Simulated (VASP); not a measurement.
# Si in VASP: further runs, part 2 of 3

VASP 6.6.1. The steps go on from the part before.

## Step 3: Electric field gradients, LDA (12.92 Å³/atom)

This run uses another cell than the first one, of 12.92 Å³/atom.

INCAR

```
  ALGO = Normal
  EDIFF = 1E-8
  ENCUT = 520
  GGA = CA
  ISIF = 2
  ISMEAR = -1
  LASPH = True
  LCHARG = False
  LEFG = True
  LREAL = False
  LWAVE = False
  NBANDS = 11
  NELM = 80
  PREC = Accurate
  SIGMA = 0.05
```

KPOINTS

```
k-points
0
Gamma
  16 16 16
```

POSCAR

```
Si
1.0
   -2.2128400857      2.3283481754      1.2533856549
    2.2128400857     -2.3283481754      1.2533856549
    2.2128400857      2.3283481754     -1.2533856549
Si
2
Direct
    0.8070000000      0.5570000000      0.2500000000
    0.1930000000      0.4430000000      0.7500000000
```

Potentials or basis: VASP PAW LDA potentials, release 64 (Si).

Started as:

```console
$ cat potpaw_LDA.64/Si/POTCAR > POTCAR
$ mpirun -np 1 vasp_std > vasp.out
```

OUTCAR:

```text
EDIFF = 1E-8
   ENCUT = 520
   GGA = CA
   ISIF = 2
   ISMEAR = -1
   LASPH = True
   LREAL = False
   NELM = 80
   PREC = Accurate

 ion  position               nearest neighbor table
   1  0.807  0.557  0.250-   2 2.35   2 2.35   2 2.42   2 2.42   2 2.70   2 2.70
   2  0.193  0.443  0.750-   1 2.35   1 2.35   1 2.42   1 2.42   1 2.70   1 2.70

  LATTYP: Found a body centered orthorhombic cell.
 ALAT       =     2.5067713098
 B/A-ratio  =     1.7654901961
 C/A-ratio  =     1.8576470588

  Lattice vectors:

 A1 = (   2.2128400857,  -2.3283481754,   1.2533856549)
 A2 = (  -2.2128400857,  -2.3283481754,  -1.2533856549)
 A3 = (   2.2128400857,   2.3283481754,  -1.2533856549)

Analysis of symmetry for initial positions (statically):
=====================================================================
 Subroutine PRICEL returns:
 Original cell was already a primitive cell.

 Routine SETGRP: Setting up the symmetry group for a
 body centered orthorhombic supercell.

 Subroutine GETGRP returns: Found  8 space group operations
 (whereof  4 operations were pure point group operations)
 out of a pool of  8 trial point group operations.

The static configuration has the point symmetry C_2h.
 The point group associated with its full space group is D_2h.

Analysis of symmetry for dynamics (positions and initial velocities):
=====================================================================
 Subroutine PRICEL returns:
 Original cell was already a primitive cell.

 Routine SETGRP: Setting up the symmetry group for a
 body centered orthorhombic supercell.

 Subroutine GETGRP returns: Found  8 space group operations
 (whereof  4 operations were pure point group operations)
 out of a pool of  8 trial point group operations.

The dynamic configuration has the point symmetry C_2h.
 The point group associated with its full space group is D_2h.

 Subroutine INISYM returns: Found  8 space group operations
 (whereof  4 operations are pure point group operations),
 and found     1 'primitive' translations

----------------------------------------------------------------------------------------

                                     Primitive cell

  volume of cell :      25.8311

  direct lattice vectors                    reciprocal lattice vectors
    -2.212840086  2.328348175  1.253385655     0.000000000  0.214744515  0.398919517
     2.212840086 -2.328348175  1.253385655     0.225953969  0.000000000  0.398919517
     2.212840086  2.328348175 -1.253385655     0.225953969  0.214744515  0.000000000

  length of vectors
     3.448020022  3.448020022  3.448020022     0.453047445  0.458466986  0.311721675

  position of ions in fractional coordinates (direct lattice)
     0.807000000  0.557000000  0.250000000
     0.193000000  0.443000000  0.750000000

  ion indices of the primitive-cell ions
   primitive index   ion index
                 1           1
                 2           2

----------------------------------------------------------------------------------------

 KPOINTS: k-points

Automatic generation of k-mesh.
 Grid dimensions read from file:
 generate k-points for:   16   16   16

[... 82 lines left out ...]
     AMIX     =   0.40;   BMIX     =  1.00
     AMIX_MAG =   1.60;   BMIX_MAG =  1.00
  volume/ion in A,a.u.               =      12.92        87.16
  Fermi-wavevector in a.u.,A,eV,Ry     =   1.107620  2.093097 16.691913  1.226821
  Thomas-Fermi vector in A             =   2.244136
   LORBIT       =      0    0 simple, 1 ext, 2 COOP (PROOUT), +10 PAW based schemes
   GGA     = CA    functional components
   LHFCALC =     F    Hartree Fock is set to
   AEXX    =    0.0000 exact exchange contribution
   IVDW    =     0    specifies the selected vdW correction
   LEPSILON=     F    determine dielectric tensor
   LRPA    =     F    only Hartree local field effects (RPA)
 non-spin polarized calculation
  energy-cutoff  :      520.00
  volume of cell :       25.83
 maximum number of plane-waves:       714
 NGX is ok and might be reduce to    28
   NGX = 13   NGY = 13   NGZ = 13

 number of electron       7.9999999 magnetization

 Free energy of the ion-electron system (eV)
  ---------------------------------------------------
  ext. energy  EPLUGINS =         0.00000000
  ---------------------------------------------------
  free energy    TOTEN  =       -11.28752867 eV

  energy without entropy =      -11.28154268  energy(sigma->0) =      -11.28453568

 E-fermi :  11.3899     XC(G=0): -11.6644

 val. band max:       11.3864346403   @ k =  -0.2500   0.4375   0.2500
 cond. band min:      11.3899236913   @ k =   0.2500   0.1250   0.0000
 fundamental gap:      0.0034890510
 Fermi energy:        11.3899231520

 k-point     1 :       0.0000    0.0000    0.0000
  band No.  band energies     occupation
      1      -3.8542      2.00000
      2       8.3132      2.00000
      3       8.8288      2.00000
      4       9.8745      2.00000
      5      12.2794      0.00000
      6      19.2429      0.00000
      7      20.8655      0.00000
      8      21.7272      0.00000
      9      22.4238      0.00000
     10      22.5824      0.00000
     11      23.6546      0.00000
[... 309 lines left out ...]
 k-point    24 :      -0.1250    0.0625    0.0000
  band No.  band energies     occupation
      1      -3.6324      2.00000
      2       7.1973      2.00000
      3       8.5607      2.00000
      4      10.9608      1.99963
      5      13.3208      0.00000
      6      17.4488      0.00000
      7      19.8922      0.00000
      8      21.1692      0.00000
      9      21.7246      0.00000
     10      22.6605      0.00000
     11      24.1445      0.00000

 [... further k-points ...]

------------------------ aborting loop because EDIFF is reached ----------------------------------------

  FORCE on cell =-STRESS in cart. coord.  units (eV):
  Direction    XX          YY          ZZ          XY          YZ          ZX
  --------------------------------------------------------------------------------------
  -------------------------------------------------------------------------------------
  Total        3.0631819      3.6678628      3.0717357      0.0000000      0.0000000      0.0000000
  in kB      189.9943565    227.4997910    190.5249093      0.0000000      0.0000000      0.0000000
  external PRESSURE =     202.6730189 kB  Pullay stress =       0.0000000 kB

 VOLUME and BASIS-vectors are now :
 -----------------------------------------------------------------------------
  energy-cutoff  :      520.00
  volume of cell :       25.83
      direct lattice vectors                 reciprocal lattice vectors
    -2.212840086  2.328348175  1.253385655     0.000000000  0.214744515  0.398919517
     2.212840086 -2.328348175  1.253385655     0.225953969  0.000000000  0.398919517
     2.212840086  2.328348175 -1.253385655     0.225953969  0.214744515  0.000000000

 POSITION                                       TOTAL-FORCE (eV/Angst)
 -----------------------------------------------------------------------------------
      0.00000      1.16417      1.39627        -0.000000     -0.000000     -0.034439
      2.21284      1.16417     -0.14289         0.000000      0.000000      0.034439
 -----------------------------------------------------------------------------------
    total drift:                                0.000000     -0.000000     -0.000000

  FREE ENERGIE OF THE ION-ELECTRON SYSTEM (eV)
  ---------------------------------------------------
  free  energy   TOTEN  =       -11.2875286674 eV

  energy  without entropy=      -11.2815426827  energy(sigma->0) =      -11.28453568

 Electric field gradients (V/A^2)
---------------------------------------------------------------------
 ion       V_xx      V_yy      V_zz      V_xy      V_xz      V_yz
---------------------------------------------------------------------
   1      10.697   -27.907    17.210     0.000     0.000     0.000
   2      10.697   -27.907    17.210     0.000     0.000     0.000
---------------------------------------------------------------------

 Electric field gradients after diagonalization (V/A^2)
 (convention: |V_zz| > |V_xx| > |V_yy|)
----------------------------------------------------------------------
 ion       V_xx      V_yy      V_zz     asymmetry (V_yy - V_xx)/ V_zz
----------------------------------------------------------------------
   1      17.210    10.697   -27.907       0.233
   2      17.210    10.697   -27.907       0.233
----------------------------------------------------------------------

           NMR quadrupolar parameters

 Cq : quadrupolar parameter    Cq=e*Q*V_zz/h
 eta: asymmetry parameters     (V_yy - V_xx)/ V_zz
 Q  : nuclear electric quadrupole moment in mb (millibarn)
----------------------------------------------------------------------
 ion       Cq(MHz)       eta       Q (mb)
----------------------------------------------------------------------
   1      -0.067       0.233       1.000
   2      -0.067       0.233       1.000
----------------------------------------------------------------------
```

stdout:

```text
POSCAR found type information on POSCAR Si
 POSCAR found :  1 types and       2 ions
 scaLAPACK will be used
 LDA part: xc-table for (Slater(with rela. corr.)+CA(PZ))
 , standard interpolation
 POSCAR, INCAR and KPOINTS ok, starting setup
 FFT: planning ... GRIDC
 FFT: planning ... GRID_SOFT
 FFT: planning ... GRID
 WAVECAR not read
 entering main loop
ion   1

ion   2
```

Run time: 62 s. Hardware: 1 thread of Intel Xeon 6975P-C (Granite Rapids), shared host; peak memory 0.24 GiB.

Results:

| Quantity | Value |
| --- | --- |
| Free energy | -11.2875 eV |
| Pressure | 20.3 GPa |
| Largest force | 0.034 eV/Å |
| Band gap on the k mesh | zero (bands 4 and 5 overlap by 7.73 eV) |
| Largest electric field gradient by atom | Si -27.9 V/Å² |

Forces on the atoms (eV/Å):
```
Si   0.000  0.000 -0.034
Si   0.000  0.000  0.034
```

Levels at points of the mesh, in eV from the Fermi level:
```
           k point  band 2  band 3  band 4  band 5  band 6  band 7
(0.00, 0.00, 0.00)   -3.08   -2.56   -1.52    0.89    7.85    9.48
(0.50, 0.00, 0.00)   -7.88   -1.82   -1.45   -1.25   -0.08    5.07
(0.00, 0.50, 0.00)   -7.61   -2.92   -2.27   -1.28    0.89    5.40
(0.50, 0.50, 0.00)  -11.78    0.12    0.12    3.03    3.03    8.99
(0.50, 0.50, 0.50)   -8.32   -8.01   -7.71    5.96    6.61   14.82
```

Electric field gradients, principal values (V/Å²):
```
atom   least  middle  greatest (by size)
1 Si  10.697  17.210             -27.907
2 Si  10.697  17.210             -27.907
```

Caveat: the cell stands under pressure; without QUAD_EFG the Cq values of the log hold for a quadrupole moment of 1 mb, not for the nuclei.

(Continued in part 3 of 3.)
